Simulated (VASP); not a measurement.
# TePb (Pm-3m) in VASP: further runs, part 2 of 2

VASP 6.6.1.

### 6 Relaxation of cell and atoms, r2SCAN

This run uses another cell than the first one, of 31.74 Å³/atom, 1.011 times its volume.

POSCAR reads:

```
TePb
1.0
    3.9890534659      0.0000000000      0.0000000000
    0.0000000000      3.9890534659      0.0000000000
    0.0000000000      0.0000000000      3.9890534659
Pb Te
1 1
Direct
    0.0000000000      0.0000000000      0.0000000000
    0.5000000000      0.5000000000      0.5000000000
```

INCAR.step1 reads:

```
SYSTEM = TePb
ALGO = Normal
EDIFF = 1E-4
ENCUT = 600
GGA = PE
ISMEAR = -1
LASPH = .True.
LCHARG = .False.
LREAL = .False.
LWAVE = .True.
NELM = 80
PREC = Accurate
SIGMA = 0.02
```

INCAR.step2 reads:

```
SYSTEM = TePb
ALGO = Normal
EDIFF = 1E-6
EDIFFG = -0.005
ENCUT = 600
IBRION = 2
ISIF = 3
ISMEAR = -1
ISTART = 1
LASPH = .True.
LCHARG = .False.
LMIXTAU = .True.
LREAL = .False.
LWAVE = .False.
METAGGA = R2SCAN
NELM = 80
NSW = 80
PREC = Accurate
SIGMA = 0.02
```

KPOINTS reads:

```
k-points
0
Gamma
  6 6 6
  0 0 0
```

Potentials or basis: VASP PAW PBE potentials, release 64 (Pb_d, Te).

Launch:

```console
cat potpaw_PBE.64/Pb_d/POTCAR potpaw_PBE.64/Te/POTCAR > POTCAR
cp INCAR.step1 INCAR
mpirun -np 1 vasp_std > vasp.out
cp INCAR.step2 INCAR
mpirun -np 1 vasp_std > vasp.out
```

It took 4.3 min on 1 thread of AMD EPYC 7R13, shared host; peak memory 0.18 GiB.

It converged, with:

```
Free energy                            : -82.1633 eV
Relaxed volume                         : 31.47 Å³/atom
Relaxed cell                           : a = 3.978 Å, b = 3.978 Å, c = 3.978 Å, α = 90.00°, β = 90.00°, γ = 90.00°
Space group after relaxing (to 0.05 Å) : Pm-3m (No. 221)
Energy gained by relaxing              : 0.4 meV/atom
Ionic steps                            : 4
Pressure after relaxing                : 0.0 GPa
Band gap on the k mesh                 : zero (band 10 reaches 6.62 eV, above the bottom of band 11 at 5.53 eV)
```

Step by step:
```csv
step,energy change (eV),largest force (eV/Å),pressure (GPa),volume (Å³)
1,0.0000,0.0000,-0.40,63.48
2,-0.0007,0.0000,0.11,62.76
3,-0.0007,0.0000,0.03,62.90
4,-0.0007,0.0000,-0.02,62.94
```

Final structure:
```cif
data_structure
_symmetry_space_group_name_H-M 'P 1'
_symmetry_Int_Tables_number 1
_cell_length_a 3.9779
_cell_length_b 3.9779
_cell_length_c 3.9779
_cell_angle_alpha 90.000
_cell_angle_beta 90.000
_cell_angle_gamma 90.000
_cell_volume 62.94
loop_
_atom_site_label
_atom_site_type_symbol
_atom_site_fract_x
_atom_site_fract_y
_atom_site_fract_z
_atom_site_occupancy
Pb1 Pb 0.00000 0.00000 0.00000 1
Te1 Te 0.50000 0.50000 0.50000 1
```

Levels at points of the mesh, in eV from the Fermi level:
```csv
k point,band 8,band 9,band 10,band 11,band 12,band 13
"(0.00, 0.00, 0.00)",-1.71,-1.71,-1.71,4.48,4.48,5.69
"(0.50, 0.00, 0.00)",-0.75,-0.23,-0.23,0.56,2.53,2.53
"(0.50, 0.50, 0.00)",-4.61,-4.61,0.16,3.80,4.09,4.09
"(0.50, 0.50, 0.50)",-2.64,-2.64,-2.64,-0.93,-0.93,-0.93
```

Caveat: the PAW data sets were made with another functional, which shifts forces and pressure a little; spin-orbit coupling is left out, which moves the levels of the heavy elements.

### 7 Single point, HSE06

POSCAR reads:

```
TePb
1.0
    3.9750059128      0.0000000000      0.0000000000
    0.0000000000      3.9750059128      0.0000000000
    0.0000000000      0.0000000000      3.9750059128
Pb Te
1 1
Direct
    0.0000000000      0.0000000000      0.0000000000
    0.5000000000      0.5000000000      0.5000000000
```

INCAR.step1 reads:

```
SYSTEM = TePb
ALGO = Normal
EDIFF = 1E-5
ENCUT = 400
GGA = PE
GGA_COMPAT = .False.
ISIF = 2
ISMEAR = -1
LASPH = .True.
LCHARG = .False.
LREAL = .False.
LWAVE = .True.
NBANDS = 17
NELM = 120
PREC = Accurate
SIGMA = 0.02
```

INCAR.step2 reads:

```
SYSTEM = TePb
ALGO = Normal
EDIFF = 1E-6
ENCUT = 400
GGA = PE
GGA_COMPAT = .False.
HFSCREEN = 0.2079
ISIF = 2
ISMEAR = -1
ISTART = 1
LASPH = .True.
LCHARG = .False.
LHFCALC = .True.
LREAL = .False.
LWAVE = .False.
NBANDS = 17
NELM = 120
PREC = Accurate
PRECFOCK = Normal
SIGMA = 0.02
```

KPOINTS reads:

```
k-points
0
Gamma
  4 4 4
  0 0 0
```

Launch:

```console
cat potpaw_PBE.64/Pb_d/POTCAR potpaw_PBE.64/Te/POTCAR > POTCAR
cp INCAR.step1 INCAR
mpirun -np 1 vasp_std > vasp.out
cp INCAR.step2 INCAR
mpirun -np 1 vasp_std > vasp.out
```

Run time: 16 min. Hardware: 1 thread of Intel Xeon 8259CL, shared host; peak memory 0.26 GiB.

The run converged. Its results:

| Quantity | Value |
| --- | --- |
| Free energy | -8.3322 eV |
| Pressure | 0.4 GPa |
| Band gap on the k mesh | zero (band 10 reaches 6.68 eV, above the bottom of band 11 at 5.40 eV) |

Levels at points of the mesh, in eV from the Fermi level:
| k point | band 7 | band 8 | band 9 | band 10 | band 11 | band 12 | band 13 | band 14 |
| --- | --- | --- | --- | --- | --- | --- | --- | --- |
| (0.00, 0.00, 0.00) | -7.35 | -2.01 | -2.01 | -2.01 | 4.30 | 4.30 | 5.97 | 5.97 |
| (0.50, 0.00, 0.00) | -10.24 | -0.92 | -0.38 | -0.38 | 0.35 | 2.59 | 2.59 | 5.76 |
| (0.50, 0.50, 0.00) | -8.81 | -5.20 | -5.20 | 0.12 | 3.98 | 4.26 | 4.26 | 6.49 |
| (0.50, 0.50, 0.50) | -7.93 | -3.01 | -3.01 | -3.01 | -1.15 | -1.15 | -1.15 | 14.78 |

Caveat: the k points lie up to 0.40 Å⁻¹ apart; the PAW data sets were made with another functional, which shifts forces and pressure a little; spin-orbit coupling is left out, which moves the levels of the heavy elements.

### 8 Overview

| task | level | cell | k mesh | cutoff (eV) | grid for exact exchange (PRECFOCK) | screening parameter | gap on the mesh (eV) | pressure (GPa) | relaxed volume (Å³/atom) |
| --- | --- | --- | --- | --- | --- | --- | --- | --- | --- |
| single point | PBE | a = 3.975 Å, 2 atoms | 6 × 6 × 6 | 520 | - | - | none | 0.4 | - |
| single point | PBE | a = 3.989 Å, 2 atoms | 6 × 6 × 6 | 520 | - | - | none | 0.0 | - |
| single point | r2SCAN | a = 3.975 Å, 2 atoms | 6 × 6 × 6 | 520 | - | - | none | 0.0 | - |
| relaxation of cell and atoms | PBE | relaxed from a = 3.679 Å, 2 atoms | 6 × 6 × 6 | 600 | - | - | none | 0.0 | 31.71 |
| relaxation of cell and atoms | r2SCAN | relaxed from a = 3.989 Å, 2 atoms | 6 × 6 × 6 | 600 | - | - | none | 0.0 | 31.47 |
| single point | HSE06 | a = 3.975 Å, 2 atoms | 4 × 4 × 4 | 400 | Normal | 0.2079 1/Å | none | 0.4 | - |

Alike in all rows: potentials or basis VASP PAW PBE potentials, release 64 (Pb_d, Te); no spin polarisation; smearing fermi-dirac 0.02 eV.

Caveats: some runs use coarse meshes; spin-orbit coupling is left out, which moves the levels of the heavy elements; the PAW data sets were made with another functional, which shifts forces and pressure a little (some runs); the volume moved by over 15 % at a fixed basis, so the end points are rough (some runs).

Absolute energies hang on the potentials; compare differences alone.
